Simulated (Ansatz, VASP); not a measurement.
**MgO in VASP and in Ansatz**

Contents of INCAR:

```
PREC = Accurate ; ENCUT = 600
EDIFF = 1E-7 ; ISMEAR = -1
SIGMA = 0.05 ; LREAL = False
LASPH = True ; NELM = 60
ALGO = Normal ; ISIF = 3
LWAVE = False ; LCHARG = False
GGA = RP ; IBRION = 2
NSW = 60 ; EDIFFG = -0.01
```

File KPOINTS:

```
regular mesh
0
Gamma
  11 11 11
```

The input POSCAR:

```
MgO
1.0
    0.0000000000      2.0970013927      2.0970013927
    2.0970013927      0.0000000000      2.0970013927
    2.0970013927      2.0970013927      0.0000000000
Mg O
1 1
Direct
    0.0000000000      0.0000000000      0.0000000000
    0.5000000000      0.5000000000      0.5000000000
```

File input.yaml:

```yaml
crystal:
  lattice:
    - [0.0, 2.0970013927, 2.0970013927]
    - [2.0970013927, 0.0, 2.0970013927]
    - [2.0970013927, 2.0970013927, 0.0]
  atoms:
    - { symbol: Mg, position: [0.0, 0.0, 0.0] }
    - { symbol: O, position: [0.5, 0.5, 0.5] }
hamiltonian:
  xc: rpbe
  pseudopotentials: { kind: paw }
kpoints:
  mp_grid: { grid: [11, 11, 11] }
scf:
  occupations: { method: fermi_dirac, width: 0.05 }
output:
  forces: true
  stress: true
relax:
  f_tol: 0.01
  max_steps: 40
  cell: { stress_tol: 0.05 }
```

Alike in both runs: task relaxation of cell and atoms; functional RPBE; k mesh 11 × 11 × 11; occupations fermi-dirac, width 0.05 eV; no spin polarisation.

|  | VASP | Ansatz |
| --- | --- | --- |
| version | VASP 6.6.1 | Ansatz 0.2.0 |
| potentials or method | VASP PAW PBE potentials, release 64 (Mg, O) | Ansatz PAW |
| plane-wave cutoff (eV) | 600 | 420 |
| valence electrons in the cell | 8 | 16 |

|  | VASP | Ansatz | Ansatz less VASP |
| --- | --- | --- | --- |
| relaxed volume (Å³/atom) | 9.85 | 9.93 | +0.074 |
| relaxed cell length with the largest relative difference (Å) | 3.032 | 3.039 | +0.0076 |

VASP's potentials were made for PBE, not for RPBE. VASP's potentials hold 8 valence electrons a cell and Ansatz's 16, so a difference there can come from the potentials and not from the codes.

Noted on Ansatz's run: odd divisions of the mesh miss points on the zone boundary, where band edges often lie, so the gap on the mesh can be too wide; the plane-wave basis is chosen anew once the cell has moved, so the energies of steps on either side of that aren't comparable.
